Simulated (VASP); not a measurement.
# BiH (P6_3mc) in VASP: single point with PBE

Aim: the single point of BiH with PBE.

Everything below comes from runs of VASP 6.6.1. Logs are shortened: lines on timing, memory, paths and dates and some standing lists are left out, and cuts for length are marked.

## Step 1: The cell of the first run

The structure is hexagonal, space group P6_3mc (No. 186). Conventional cell: a = 4.428 Å, b = 4.428 Å, c = 4.780 Å, α = 90.00°, β = 90.00°, γ = 120.00°. Bi (site symmetry 3m) has 1 H at 1.57 Å within 2.1 Å. Within 2.1 Å of H (site symmetry 3m) lie 1 Bi at 1.57 Å.

The cell was built from a structure type or drawn by symmetry, and may not be a known phase.

## Step 2: Single point, PBE

The input, INCAR:

```
PREC = Accurate
ENCUT = 520
EDIFF = 1E-6
ISMEAR = 0
SIGMA = 0.1
LREAL = False
LASPH = True
NELM = 100
ALGO = Normal
ISIF = 2
LWAVE = False
LCHARG = False
GGA = PE
NBANDS = 24
```

The input, KPOINTS:

```
regular mesh
0
Gamma
  6 6 4
```

The input, POSCAR:

```
BiH
1.0
    4.4282519600      0.0000000000      0.0000000000
   -2.2141259800      3.8349787000      0.0000000000
    0.0000000000      0.0000000000      4.7795040200
Bi H
2 2
Direct
    0.3333333300      0.6666666700      0.6815121700
    0.6666666700      0.3333333300      0.1815121700
    0.3333333300      0.6666666700      0.3528168400
    0.6666666700      0.3333333300      0.8528168400
```

Potentials or basis: VASP PAW PBE potentials, release 64 (Bi_d, H).

On the command line:

```sh
cat potpaw_PBE.64/Bi_d/POTCAR potpaw_PBE.64/H/POTCAR > POTCAR
mpirun -np 1 vasp_std > vasp.out
```

OUTCAR:

```text
PREC = Accurate
   ENCUT = 520
   EDIFF = 1E-6
   ISMEAR = 0
   LREAL = False
   LASPH = True
   NELM = 100
   ISIF = 2
   GGA = PE

 ion  position               nearest neighbor table
   1  0.333  0.667  0.682-   3 1.57   2 3.50   2 3.50   2 3.50   2 3.50   2 3.50   2 3.50
   2  0.667  0.333  0.182-   4 1.57   1 3.50   1 3.50   1 3.50   1 3.50   1 3.50   1 3.50
   3  0.333  0.667  0.353-   1 1.57
   4  0.667  0.333  0.853-   2 1.57

  LATTYP: Found a hexagonal cell.
 ALAT       =     4.4282519600
 C/A-ratio  =     1.0793207033

  Lattice vectors:

 A1 = (   4.4282519600,   0.0000000000,   0.0000000000)
 A2 = (  -2.2141259800,   3.8349787000,   0.0000000000)
 A3 = (   0.0000000000,   0.0000000000,   4.7795040200)

Analysis of symmetry for initial positions (statically):
=====================================================================
 Subroutine PRICEL returns:
 Original cell was already a primitive cell.

 Routine SETGRP: Setting up the symmetry group for a
 hexagonal supercell.

 Subroutine GETGRP returns: Found 12 space group operations
 (whereof  6 operations were pure point group operations)
 out of a pool of 24 trial point group operations.

The static configuration has the point symmetry C_3v.
 The point group associated with its full space group is C_6v.

Analysis of symmetry for dynamics (positions and initial velocities):
=====================================================================
 Subroutine PRICEL returns:
 Original cell was already a primitive cell.

 Routine SETGRP: Setting up the symmetry group for a
 hexagonal supercell.

 Subroutine GETGRP returns: Found 12 space group operations
 (whereof  6 operations were pure point group operations)
 out of a pool of 24 trial point group operations.

The dynamic configuration has the point symmetry C_3v.
 The point group associated with its full space group is C_6v.

 Subroutine INISYM returns: Found 12 space group operations
 (whereof  6 operations are pure point group operations),
 and found     1 'primitive' translations

----------------------------------------------------------------------------------------

                                     Primitive cell

  volume of cell :      81.1667

  direct lattice vectors                    reciprocal lattice vectors
     4.428251960  0.000000000  0.000000000     0.225822742  0.130378821  0.000000000
    -2.214125980  3.834978700  0.000000000     0.000000000  0.260757641  0.000000000
     0.000000000  0.000000000  4.779504020     0.000000000  0.000000000  0.209226731

  length of vectors
     4.428251960  4.428251967  4.779504020     0.260757642  0.260757641  0.209226731

  position of ions in fractional coordinates (direct lattice)
     0.333333330  0.666666670  0.681512170
     0.666666670  0.333333330  0.181512170
     0.333333330  0.666666670  0.352816840
     0.666666670  0.333333330  0.852816840

  ion indices of the primitive-cell ions
   primitive index   ion index
                 1           1
                 2           2
                 3           3
                 4           4

----------------------------------------------------------------------------------------

 KPOINTS: regular mesh

Automatic generation of k-mesh.
 Grid dimensions read from file:
 generate k-points for:    6    6    4

 Generating k-lattice:

  Cartesian coordinates                     Fractional coordinates (reciprocal lattice)
     0.037637124  0.021729803  0.000000000     0.166666667  0.000000000  0.000000000
     0.000000000  0.043459607  0.000000000     0.000000000  0.166666667  0.000000000
     0.000000000  0.000000000  0.052306683     0.000000000  0.000000000  0.250000000

  Length of vectors
     0.043459607  0.043459607  0.052306683

  Shift w.r.t. Gamma in fractional coordinates (k-lattice)
     0.000000000  0.000000000  0.000000000

 Subroutine IBZKPT returns following result:
 ===========================================

 Found     21 irreducible k-points:

 Following reciprocal coordinates:
            Coordinates               Weight
  0.000000  0.000000  0.000000      1.000000
  0.166667 -0.000000  0.000000      6.000000
  0.333333  0.000000  0.000000      6.000000
  0.500000 -0.000000  0.000000      3.000000
  0.166667  0.166667  0.000000      6.000000
  0.333333  0.166667  0.000000     12.000000
[... 13 lines left out ...]
  0.333333  0.166667  0.500000     12.000000
  0.333333  0.333333  0.500000      2.000000
   k-points           NKPTS =     21   k-points in BZ     NKDIM =     21   number of bands    NBANDS=     24
   number of dos      NEDOS =    301   number of ions     NIONS =      4
   total plane-waves  NPLWV =  46656
   dimension x,y,z NGX =    36 NGY =   36 NGZ =   36
   dimension x,y,z NGXF=    72 NGYF=   72 NGZF=   72
   ions per type =               2   2
   NGX,Y,Z   is equivalent  to a cutoff of  13.52, 13.52, 12.52 a.u.
   NGXF,Y,Z  is equivalent  to a cutoff of  27.03, 27.03, 25.04 a.u.
 SYSTEM =  unknown system
   PREC   = accura    normal or accurate (medium, high low for compatibility)
   ISTART =      0    job   : 0-new  1-cont  2-samecut
   ICHARG =      2    charge: 1-file 2-atom 10-const
   ISPIN  =      1    spin polarized calculation?
   LNONCOLLINEAR =      F non collinear calculations
   LSORBIT =      F    spin-orbit coupling
   LASPH  =      T    aspherical Exc in radial PAW
   ENCUT  =  520.0 eV  38.22 Ry    6.18 a.u.   8.23  8.23  8.89*2*pi/ulx,y,z
   NELM   =    100;   NELMIN=  2; NELMDL= -5     # of ELM steps
   EDIFF  = 0.1E-05   stopping-criterion for ELM
   LREAL  =      F    real-space projection
   EDIFFG = 0.1E-04   stopping-criterion for IOM
   NSW    =      0    number of steps for IOM
   IBRION =     -1    ionic relax: 0-MD 1-quasi-New 2-CG
   NFREE  =      0    steps in history (QN), initial steepest desc. (CG)
   ISIF   =      2    stress and relaxation
   ISYM   =      2    0-nonsym 1-usesym 2-fastsym
   POTIM  = 0.5000    time-step for ionic-motion
   TEBEG  =    0.0;   TEEND  =   0.0 temperature during run
   PSTRESS=    0.0 pullay stress
   NELECT =      32.0000    total number of electrons
   NUPDOWN=      -1.0000    fix difference up-down
   EMIN   =  10.00;   EMAX   =-10.00  energy-range for DOS
   EFERMI =   0.00;   METHOD = LEGACY
   ISMEAR =     0;   SIGMA  =   0.10  broadening in eV -4-tet -1-fermi 0-gaus
   EFERMI_NEDOS =   21; number of points for ismear=-14 and -15
   IALGO  =     38    algorithm
   IMIX   =      4    mixing-type and parameters
     AMIX     =   0.40;   BMIX     =  1.00
     AMIX_MAG =   1.60;   BMIX_MAG =  1.00
  volume/ion in A,a.u.               =      20.29       136.94
  Fermi-wavevector in a.u.,A,eV,Ry     =   1.200417  2.268459 19.606007  1.441001
  Thomas-Fermi vector in A             =   2.336253
   LORBIT       =      0    0 simple, 1 ext, 2 COOP (PROOUT), +10 PAW based schemes
   GGA     = PE    functional components
   LHFCALC =     F    Hartree Fock is set to
   AEXX    =    0.0000 exact exchange contribution
   IVDW    =     0    specifies the selected vdW correction
   LEPSILON=     F    determine dielectric tensor
   LRPA    =     F    only Hartree local field effects (RPA)
 non-spin polarized calculation
 Gauss-broadening in eV      SIGMA  =   0.10
  energy-cutoff  :      520.00
  volume of cell :       81.17
 maximum number of plane-waves:      2214
 NGX is ok and might be reduce to    36
   NGX = 17   NGY = 17   NGZ = 17

 number of electron      32.0000014 magnetization

 Free energy of the ion-electron system (eV)
  ---------------------------------------------------
  ext. energy  EPLUGINS =         0.00000000
  ---------------------------------------------------
  free energy    TOTEN  =       -10.41708796 eV

  energy without entropy =      -10.40830554  energy(sigma->0) =      -10.41269675

 E-fermi :   5.4976     XC(G=0):  -9.2841

 val. band max:        5.4470274710   @ k =   0.3333   0.0000   0.0000
 cond. band min:       5.6328156467   @ k =   0.3333   0.3333   0.2500
 fundamental gap:      0.1857881757
 Fermi energy:         5.4976043909

 k-point     1 :       0.0000    0.0000    0.0000
  band No.  band energies     occupation
      1     -17.6344      2.00000
      2     -17.5335      2.00000
      3     -17.3966      2.00000
      4     -17.3966      2.00000
      5     -17.3596      2.00000
      6     -17.3596      2.00000
[... 16 lines left out ...]
     23      12.9697      0.00000
     24      14.8969      0.00000

 k-point     2 :       0.1667   -0.0000    0.0000
  band No.  band energies     occupation
      1     -17.6294      2.00000
      2     -17.5414      2.00000
      3     -17.4017      2.00000
      4     -17.3916      2.00000
      5     -17.3665      2.00000
      6     -17.3664      2.00000
[... 16 lines left out ...]
     23      13.3200      0.00000
     24      14.2712      0.00000

 k-point     3 :       0.3333    0.0000    0.0000
  band No.  band energies     occupation
      1     -17.6169      2.00000
      2     -17.5591      2.00000
      3     -17.4112      2.00000
      4     -17.3804      2.00000
      5     -17.3689      2.00000
      6     -17.3686      2.00000
[... 16 lines left out ...]
     23      13.3582      0.00000
     24      14.1691      0.00000
[... 433 lines left out ...]
 k-point    20 :       0.3333    0.1667    0.5000
  band No.  band energies     occupation
      1     -17.5724      2.00000
      2     -17.5724      2.00000
      3     -17.3767      2.00000
      4     -17.3767      2.00000
      5     -17.3627      2.00000
      6     -17.3627      2.00000
[... 16 lines left out ...]
     23      14.9099      0.00000
     24      14.9099      0.00000

 k-point    21 :       0.3333    0.3333    0.5000
  band No.  band energies     occupation
      1     -17.5724      2.00000
      2     -17.5724      2.00000
      3     -17.3694      2.00000
      4     -17.3694      2.00000
      5     -17.3528      2.00000
      6     -17.3528      2.00000
[... 16 lines left out ...]
     23      13.6328      0.00000
     24      13.6328      0.00000

------------------------ aborting loop because EDIFF is reached ----------------------------------------

  FORCE on cell =-STRESS in cart. coord.  units (eV):
  Direction    XX          YY          ZZ          XY          YZ          ZX
  --------------------------------------------------------------------------------------
  -------------------------------------------------------------------------------------
  Total        1.4952533      1.4952533     16.1645912      0.0000000      0.0000000      0.0000000
  in kB       29.5153028     29.5153029    319.0782464      0.0000000      0.0000000      0.0000000
  external PRESSURE =     126.0362841 kB  Pullay stress =       0.0000000 kB

 VOLUME and BASIS-vectors are now :
 -----------------------------------------------------------------------------
  energy-cutoff  :      520.00
  volume of cell :       81.17
      direct lattice vectors                 reciprocal lattice vectors
     4.428251960  0.000000000  0.000000000     0.225822742  0.130378821  0.000000000
    -2.214125980  3.834978700  0.000000000     0.000000000  0.260757641  0.000000000
     0.000000000  0.000000000  4.779504020     0.000000000  0.000000000  0.209226731

 POSITION                                       TOTAL-FORCE (eV/Angst)
 -----------------------------------------------------------------------------------
     -0.00000      2.55665      3.25729        -0.000000      0.000000      4.737181
      2.21413      1.27833      0.86754         0.000000      0.000000      4.737181
     -0.00000      2.55665      1.68629         0.000000      0.000000     -4.737181
      2.21413      1.27833      4.07604         0.000000      0.000000     -4.737181
 -----------------------------------------------------------------------------------
    total drift:                                0.000003     -0.000002     -0.000668

  FREE ENERGIE OF THE ION-ELECTRON SYSTEM (eV)
  ---------------------------------------------------
  free  energy   TOTEN  =       -10.4170879616 eV

  energy  without entropy=      -10.4083055445  energy(sigma->0) =      -10.41269675
```

Run time: 66 s. Hardware: 1 thread of AMD EPYC 7R13, shared host; peak memory 0.18 GiB.

What came out:

```yaml
Free_energy: -10.4171 eV
Pressure: 12.6 GPa
Largest_force: 4.737 eV/Å
Band_gap_on_the_k_mesh: zero (bands 16 and 17 overlap by 1.44 eV)
```

Forces on the atoms (eV/Å):
```
Bi   0.000  0.000  4.737
Bi   0.000  0.000  4.737
H    0.000  0.000 -4.737
H    0.000  0.000 -4.737
```

Caveat: the cell stands under pressure; spin-orbit coupling is left out, which moves the levels of the heavy elements; forces of over 1 eV/Å act on the atoms, so gaps and moduli don't describe the material at rest.
